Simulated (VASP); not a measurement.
# Te (P3_121) in VASP: settings compared

Te is run at these levels: PBE+D3(BJ), LDA, r2SCAN; tasks: relaxation of shape and atoms at fixed volume, single point.

All numbers are computed with VASP 6.6.1; they aren't measurements. Logs are shortened: lines on timing, memory, paths and dates and some standing lists are left out, and cuts for length are marked.

## 1. The cell of the first run

Symmetry: P3_121, No. 152, trigonal system. Conventional cell: a = 4.210 Å, b = 4.210 Å, c = 5.900 Å, α = 90.00°, β = 90.00°, γ = 120.00°. Te (site symmetry 2) has 6 Te at 2.89 to 3.26 Å within 3.8 Å.

## 2. Relaxation of shape and atoms at fixed volume, PBE+D3(BJ) (30.19 Å³/atom)

File INCAR:

```
  PREC = Accurate
  ENCUT = 600
  EDIFF = 1E-6
  ISMEAR = 0
  SIGMA = 0.1
  LREAL = False
  LASPH = True
  NELM = 100
  ALGO = Fast
  ISIF = 4
  LWAVE = False
  LCHARG = False
  GGA = PE
  IVDW = 12
  IBRION = 2
  NSW = 50
  EDIFFG = -0.01
```

File KPOINTS:

```
Automatic mesh
0
Gamma
  12 12 8
```

File POSCAR:

```
Te
1.0
    4.2102839455      0.0000000000      0.0000000000
   -2.1051419728      3.6462128539      0.0000000000
    0.0000000000      0.0000000000      5.9000725508
Te
3
Direct
    0.2896119771      0.0000000000      0.3333333333
    0.0000000000      0.2896119771      0.6666666667
    0.7103880229      0.7103880229      0.0000000000
```

Potentials or basis: VASP PAW PBE potentials, release 64 (Te).

On the command line:

```sh
> cat potpaw_PBE.64/Te/POTCAR > POTCAR
> mpirun -np 1 vasp_std > vasp.out
```

OUTCAR:

```text
PREC = Accurate
   ENCUT = 600
   EDIFF = 1E-6
   ISMEAR = 0
   LREAL = False
   LASPH = True
   NELM = 100
   ISIF = 4
   GGA = PE
   IVDW = 12
   IBRION = 2
   NSW = 50
   EDIFFG = -0.01
 IVDW          = 12

 ion  position               nearest neighbor table
   1  0.290  0.000  0.333-   3 2.89   2 2.89   3 3.26   3 3.26   2 3.26   2 3.26
   2  0.000  0.290  0.667-   3 2.89   1 2.89   3 3.26   3 3.26   1 3.26   1 3.26
   3  0.710  0.710  0.000-   2 2.89   1 2.89   1 3.26   2 3.26   2 3.26   1 3.26

  LATTYP: Found a hexagonal cell.
 ALAT       =     4.2102839455
 C/A-ratio  =     1.4013478965

  Lattice vectors:

 A1 = (   4.2102839455,   0.0000000000,   0.0000000000)
 A2 = (  -2.1051419728,   3.6462128539,   0.0000000000)
 A3 = (   0.0000000000,   0.0000000000,   5.9000725508)

Analysis of symmetry for initial positions (statically):
=====================================================================
 Subroutine PRICEL returns:
 Original cell was already a primitive cell.

 Routine SETGRP: Setting up the symmetry group for a
 hexagonal supercell.

 Subroutine GETGRP returns: Found  6 space group operations
 (whereof  2 operations were pure point group operations)
 out of a pool of 24 trial point group operations.

The static configuration has the point symmetry C_2 .
 The point group associated with its full space group is D_3 .

Analysis of symmetry for dynamics (positions and initial velocities):
=====================================================================
 Subroutine PRICEL returns:
 Original cell was already a primitive cell.

 Routine SETGRP: Setting up the symmetry group for a
 hexagonal supercell.

 Subroutine GETGRP returns: Found  6 space group operations
 (whereof  2 operations were pure point group operations)
 out of a pool of 24 trial point group operations.

The dynamic configuration has the point symmetry C_2 .
 The point group associated with its full space group is D_3 .

 Subroutine INISYM returns: Found  6 space group operations
 (whereof  2 operations are pure point group operations),
 and found     1 'primitive' translations

----------------------------------------------------------------------------------------

                                     Primitive cell

  volume of cell :      90.5755

  direct lattice vectors                    reciprocal lattice vectors
     4.210283945  0.000000000  0.000000000     0.237513672  0.137128582  0.000000000
    -2.105141973  3.646212854  0.000000000     0.000000000  0.274257165  0.000000000
     0.000000000  0.000000000  5.900072551     0.000000000  0.000000000  0.169489441

  length of vectors
     4.210283945  4.210283945  5.900072551     0.274257165  0.274257165  0.169489441

  position of ions in fractional coordinates (direct lattice)
     0.289611977  0.000000000  0.333333333
     0.000000000  0.289611977  0.666666667
     0.710388023  0.710388023  0.000000000

  ion indices of the primitive-cell ions
   primitive index   ion index
                 1           1
                 2           2
                 3           3

----------------------------------------------------------------------------------------

 KPOINTS: Automatic mesh

Automatic generation of k-mesh.
 Grid dimensions read from file:
 generate k-points for:   12   12    8

 Generating k-lattice:

  Cartesian coordinates                     Fractional coordinates (reciprocal lattice)
     0.019792806  0.011427382  0.000000000     0.083333333  0.000000000  0.000000000
     0.000000000  0.022854764  0.000000000     0.000000000  0.083333333  0.000000000
     0.000000000  0.000000000  0.021186180     0.000000000  0.000000000  0.125000000

  Length of vectors
     0.022854764  0.022854764  0.021186180

  Shift w.r.t. Gamma in fractional coordinates (k-lattice)
     0.000000000  0.000000000  0.000000000

 Subroutine IBZKPT returns following result:
 ===========================================

 Found    131 irreducible k-points:

 Following reciprocal coordinates:
            Coordinates               Weight
  0.000000  0.000000  0.000000      1.000000
  0.083333  0.000000  0.000000      6.000000
  0.166667  0.000000  0.000000      6.000000
  0.250000  0.000000  0.000000      6.000000
  0.333333  0.000000  0.000000      6.000000
  0.416667  0.000000  0.000000      6.000000
[... 16 lines left out ...]
  0.166667  0.000000  0.125000      6.000000
  0.000000  0.166667  0.125000      6.000000
 [... further k-points ...]
   k-points           NKPTS =    131   k-points in BZ     NKDIM =    131   number of bands    NBANDS=     13
   number of dos      NEDOS =    301   number of ions     NIONS =      3
   total plane-waves  NPLWV =  62208
   dimension x,y,z NGX =    36 NGY =   36 NGZ =   48
   dimension x,y,z NGXF=    72 NGYF=   72 NGZF=   96
   ions per type =               3
   NGX,Y,Z   is equivalent  to a cutoff of  14.21, 14.21, 13.52 a.u.
   NGXF,Y,Z  is equivalent  to a cutoff of  28.43, 28.43, 27.05 a.u.
 SYSTEM =  unknown system
   PREC   = accura    normal or accurate (medium, high low for compatibility)
   ISTART =      0    job   : 0-new  1-cont  2-samecut
   ICHARG =      2    charge: 1-file 2-atom 10-const
   ISPIN  =      1    spin polarized calculation?
   LNONCOLLINEAR =      F non collinear calculations
   LSORBIT =      F    spin-orbit coupling
   LASPH  =      T    aspherical Exc in radial PAW
   ENCUT  =  600.0 eV  44.10 Ry    6.64 a.u.   8.41  8.41 11.78*2*pi/ulx,y,z
   NELM   =    100;   NELMIN=  2; NELMDL= -5     # of ELM steps
   EDIFF  = 0.1E-05   stopping-criterion for ELM
   LREAL  =      F    real-space projection
   EDIFFG = -.1E-01   stopping-criterion for IOM
   NSW    =     50    number of steps for IOM
   IBRION =      2    ionic relax: 0-MD 1-quasi-New 2-CG
   NFREE  =      1    steps in history (QN), initial steepest desc. (CG)
   ISIF   =      4    stress and relaxation
   ISYM   =      2    0-nonsym 1-usesym 2-fastsym
   POTIM  = 0.5000    time-step for ionic-motion
   TEBEG  =    0.0;   TEEND  =   0.0 temperature during run
   PSTRESS=    0.0 pullay stress
   NELECT =      18.0000    total number of electrons
   NUPDOWN=      -1.0000    fix difference up-down
   EMIN   =  10.00;   EMAX   =-10.00  energy-range for DOS
   EFERMI =   0.00;   METHOD = LEGACY
   ISMEAR =     0;   SIGMA  =   0.10  broadening in eV -4-tet -1-fermi 0-gaus
   EFERMI_NEDOS =   21; number of points for ismear=-14 and -15
   IALGO  =     68    algorithm
   IMIX   =      4    mixing-type and parameters
     AMIX     =   0.40;   BMIX     =  1.00
     AMIX_MAG =   1.60;   BMIX_MAG =  1.00
  volume/ion in A,a.u.               =      30.19       203.74
  Fermi-wavevector in a.u.,A,eV,Ry     =   0.955349  1.805348 12.417926  0.912692
  Thomas-Fermi vector in A             =   2.084179
   LORBIT       =      0    0 simple, 1 ext, 2 COOP (PROOUT), +10 PAW based schemes
   GGA     = PE    functional components
   LHFCALC =     F    Hartree Fock is set to
   AEXX    =    0.0000 exact exchange contribution
   IVDW    =    12    specifies the selected vdW correction
   LEPSILON=     F    determine dielectric tensor
   LRPA    =     F    only Hartree local field effects (RPA)
 conjugate gradient relaxation of ions
 non-spin polarized calculation
 RMM-DIIS sequential band-by-band and
 Gauss-broadening in eV      SIGMA  =   0.10
  energy-cutoff  :      600.00
  volume of cell :       90.58
 maximum number of plane-waves:      3077
 NGX is ok and might be reduce to    36
   NGX = 17   NGY = 17   NGZ = 23

--------------------------------------- Ionic step        1  -------------------------------------------

 number of electron      17.9999999 magnetization

 Free energy of the ion-electron system (eV)
  ---------------------------------------------------
  ext. energy  EPLUGINS =         0.00000000
  ---------------------------------------------------
  free energy    TOTEN  =        -9.23924941 eV

  energy without entropy =       -9.23895234  energy(sigma->0) =       -9.23910087

------------------------ aborting loop because EDIFF is reached ----------------------------------------

 Edisp (eV)   -1.46061

 E8    (eV) :    -0.6710

  FORCE on cell =-STRESS in cart. coord.  units (eV):
  Direction    XX          YY          ZZ          XY          YZ          ZX
  --------------------------------------------------------------------------------------
  -------------------------------------------------------------------------------------
  Total       1.62059     1.62059     2.13398    -0.00000     0.00000     0.00000
  in kB      28.66648    28.66648    37.74761    -0.00000     0.00000     0.00000
  external pressure =       31.69 kB  Pullay stress =        0.00 kB
[... 186 lines left out ...]
  energy  without entropy=      -10.7069119282  energy(sigma->0) =      -10.70710899

--------------------------------------- Ionic step        6  -------------------------------------------

 number of electron      17.9999999 magnetization

 Free energy of the ion-electron system (eV)
  ---------------------------------------------------
  ext. energy  EPLUGINS =         0.00000000
  ---------------------------------------------------
  free energy    TOTEN  =        -9.24710076 eV

  energy without entropy =       -9.24668784  energy(sigma->0) =       -9.24689430

 E-fermi :   7.4847     XC(G=0):  -9.6353

 val. band max:        7.4247810226   @ k =   0.3333   0.3333   0.5000
 cond. band min:       7.4946451151   @ k =   0.3333   0.3333   0.5000
 fundamental gap:      0.0698640925
 Fermi energy:         7.4847009625

 k-point     1 :       0.0000    0.0000    0.0000
  band No.  band energies     occupation
      1      -6.7851      2.00000
      2      -3.2499      2.00000
      3      -3.2499      2.00000
      4       4.6798      2.00000
      5       5.0475      2.00000
      6       5.0475      2.00000
      7       5.6668      2.00000
      8       5.6668      2.00000
      9       6.1511      2.00000
     10       8.5766      0.00000
     11       8.5766      0.00000
     12       9.3859      0.00000
     13      12.2297      0.00000
[... 353 lines left out ...]
 k-point    24 :       0.0000    0.1667    0.1250
  band No.  band energies     occupation
      1      -6.4748      2.00000
      2      -3.9315      2.00000
      3      -2.4323      2.00000
      4       3.1029      2.00000
      5       3.5003      2.00000
      6       4.2575      2.00000
      7       6.7784      2.00000
      8       6.9751      2.00000
      9       7.1620      1.99999
     10       7.8231      0.00000
     11       7.9662      0.00000
     12       8.5263      0.00000
     13      10.9882      0.00000

 [... further k-points ...]

------------------------ aborting loop because EDIFF is reached ----------------------------------------

 Edisp (eV)   -1.46042

 E8    (eV) :    -0.6708

  FORCE on cell =-STRESS in cart. coord.  units (eV):
  Direction    XX          YY          ZZ          XY          YZ          ZX
  --------------------------------------------------------------------------------------
  -------------------------------------------------------------------------------------
  Total       1.37893     1.37893     1.38670    -0.00000     0.00000    -0.00000
  in kB      24.39162    24.39162    24.52911    -0.00000     0.00000    -0.00000
  external pressure =       24.44 kB  Pullay stress =        0.00 kB
[... 18 lines left out ...]
  FREE ENERGIE OF THE ION-ELECTRON SYSTEM (eV)
  ---------------------------------------------------
  free  energy   TOTEN  =       -10.7075210023 eV

  energy  without entropy=      -10.7071080768  energy(sigma->0) =      -10.70731454

 reached required accuracy - stopping structural energy minimisation
```

Run time: 7.2 min. Hardware: 1 thread of Oxide Virtual Turin-like, shared host; peak memory 0.34 GiB.

Results:

```yaml
Free_energy: -10.7075 eV
Energy_gained_by_relaxing: 2.6 meV/atom
Ionic_steps: 6
Pressure_after_relaxing: 2.4 GPa
Largest_force_after_relaxing: 0.003 eV/Å
Band_gap_on_the_k_mesh: zero (filled and empty bands touch)
Dispersion_energy_per_atom: -0.487 eV
```

Forces on the atoms (eV/Å):
```
Te   0.003  0.000  0.000
Te  -0.002  0.003  0.000
Te  -0.002 -0.003  0.000
```

The path:
```tsv
step	energy change (eV)	largest force (eV/Å)	pressure (GPa)	volume (Å³)
1	0.0000	0.1304	3.17	90.58
2	-0.0043	0.0905	2.91	90.58
3	-0.0068	0.0079	2.31	90.58
4	-0.0072	0.0287	2.47	90.58
5	-0.0074	0.0195	2.46	90.58
6	-0.0077	0.0033	2.44	90.58
```

Final structure:
```yaml
crystal:
  lattice:
    - [4.18534, 0.00000, 0.00000]
    - [-2.09267, 3.62461, 0.00000]
    - [0.00000, 0.00000, 5.97061]
  atoms:
    - { symbol: Te, position: [0.29536, 0.00000, 0.33333] }
    - { symbol: Te, position: [0.00000, 0.29536, 0.66667] }
    - { symbol: Te, position: [0.70464, 0.70464, 0.00000] }
```

Caveat: spin-orbit coupling is left out, which moves the levels of the heavy elements.

## 3. Single point, PBE+D3(BJ)

This run uses another cell than the first one, of 32.12 Å³/atom.

File INCAR:

```
ALGO = Fast ; EDIFF = 1E-6
ENCUT = 520 ; GGA = PE
ISIF = 2 ; ISMEAR = 0
IVDW = 12 ; LASPH = True
LCHARG = False ; LREAL = False
LWAVE = False ; NBANDS = 16
NELM = 80 ; PREC = Accurate
SIGMA = 0.1
```

File KPOINTS:

```
k-points
0
Gamma
  12 12 8
```

File POSCAR:

```
Te
1.0
    4.3186088774      0.0000000000      0.0000000000
   -2.1593044387      3.7400249969      0.0000000000
    0.0000000000      0.0000000000      5.9657427861
Te
3
Direct
    0.2847388753      0.0000000000      0.3333333333
    0.0000000000      0.2847388753      0.6666666667
    0.7152611247      0.7152611247      0.0000000000
```

Potentials or basis: VASP PAW PBE potentials, release 64 (Te).

On the command line:

```sh
> cat potpaw_PBE.64/Te/POTCAR > POTCAR
> mpirun -np 1 vasp_std > vasp.out
```

Run time: 3.7 min. Hardware: 1 thread of Oxide Virtual Turin-like, shared host; peak memory 0.29 GiB.

Results (log left out):

```
Free energy                : -10.7462 eV
Pressure                   : 0.0 GPa
Largest force              : 0.012 eV/Å
Band gap on the k mesh     : 0.02 eV
Dispersion energy per atom : -0.456 eV
```

Forces on the atoms (eV/Å):
```
Te   0.012  0.000  0.000
Te  -0.006  0.010  0.000
Te  -0.006 -0.010  0.000
```

Stress tensor (GPa, compression positive):
```
-0.05  0.00  0.00
 0.00 -0.05  0.00
 0.00  0.00  0.04
```

Levels at points of the mesh, in eV from the valence-band top:
| k point | band 6 | band 7 | band 8 | band 9 | band 10 | band 11 | band 12 | band 13 |
| --- | --- | --- | --- | --- | --- | --- | --- | --- |
| (0.00, 0.00, 0.00) | -2.59 | -1.78 | -1.78 | -1.15 | 0.99 | 0.99 | 1.69 | 4.87 |
| (0.50, 0.00, 0.00) | -4.00 | -3.88 | -0.84 | -0.72 | 0.57 | 0.58 | 2.49 | 3.76 |
| (0.00, 0.00, 0.50) | -2.66 | -1.28 | -0.85 | -0.85 | 0.25 | 0.34 | 0.34 | 3.70 |
| (0.50, 0.00, 0.50) | -3.65 | -2.76 | -2.50 | -0.32 | 0.37 | 2.01 | 2.65 | 4.27 |

Caveat: the smearing spreads over this small gap; spin-orbit coupling is left out, which moves the levels of the heavy elements.

(Continued in part 2 of 2.)

The gap in the log of VASP goes by the Fermi energy; the results here count the filled bands.